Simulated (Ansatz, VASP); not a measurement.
**One calculation of SiO2, two programs**

The input POSCAR:

```
SiO2
1.0
   -2.3740500000      2.3740500000      3.7440000000
    2.3740500000     -2.3740500000      3.7440000000
    2.3740500000      2.3740500000     -3.7440000000
Si O
2 4
Direct
    0.0000000000      0.0000000000      0.0000000000
    0.7500000000      0.2500000000      0.5000000000
    0.9983800000      0.6250000000      0.8733800000
    0.3750000000      0.2483800000      0.3733800000
    0.7516200000      0.1250000000      0.1266200000
    0.8750000000      0.0016200000      0.6266200000
```

INCAR.step1

```
ALGO = Normal
EDIFF = 1E-4
ENCUT = 520
GGA = PE
ISMEAR = 0
LASPH = True
LCHARG = False
LREAL = False
LWAVE = True
NBANDS = 25
NELM = 80
PREC = Accurate
SIGMA = 0.02
```

INCAR.step2

```
ALGO = Normal
EDIFF = 1E-6
ENCUT = 520
ISIF = 2
ISMEAR = 0
ISTART = 1
LASPH = True
LCHARG = False
LMIXTAU = True
LREAL = False
LWAVE = False
METAGGA = R2SCAN
NBANDS = 25
NELM = 80
PREC = Accurate
SIGMA = 0.02
```

The input KPOINTS:

```
k-points
0
Gamma
  2 2 2
```

Input for Ansatz:

```yaml
crystal:
  lattice:
    - [-2.37405, 2.37405, 3.744]
    - [2.37405, -2.37405, 3.744]
    - [2.37405, 2.37405, -3.744]
  atoms:
    - { symbol: Si, position: [0.0, 0.0, 0.0] }
    - { symbol: Si, position: [0.75, 0.25, 0.5] }
    - { symbol: O, position: [0.99838, 0.625, 0.87338] }
    - { symbol: O, position: [0.375, 0.24838, 0.37338] }
    - { symbol: O, position: [0.75162, 0.125, 0.12662] }
    - { symbol: O, position: [0.875, 0.00162, 0.62662] }
basis:
  ecutwfc: 500
kpoints:
  mp_grid: { grid: [2, 2, 2] }
hamiltonian:
  xc: r2scan
scf:
  occupations: { method: gaussian, width: 0.02 }
output:
  forces: true
  stress: true
  eigenvalues: true
```

Alike in both runs: task single point; functional r2SCAN; k mesh 2 × 2 × 2; occupations gaussian, width 0.02 eV; no spin polarisation.

```csv
,VASP,Ansatz
version,VASP 6.6.1,Ansatz 0.2.0
potentials or method,"VASP PAW PBE potentials, release 64 (Si, O), cutoff 520 eV","scalar-relativistic, plane waves, PAW"
valence electrons in the cell,32,32
```

```tsv
	VASP	Ansatz	Ansatz less VASP
gap on the k mesh at the Fermi level (eV)	6.69	6.69	+0.001
least direct gap on the mesh (eV)	6.69	6.69	+0.001
pressure (GPa)	-1.1	-1.3	-0.23
traceless stress, the component that is largest in VASP (GPa)	-1.35	-1.41	-0.058
rms of the force components (eV/Å)	0.088	0.091	+0.0026
```

VASP's potentials were made for PBE, not for r2SCAN. Atom by atom the forces differ by 0.003 eV/Å (rms over components).

The k mesh is coarse, so the values compare programs but aren't converged.
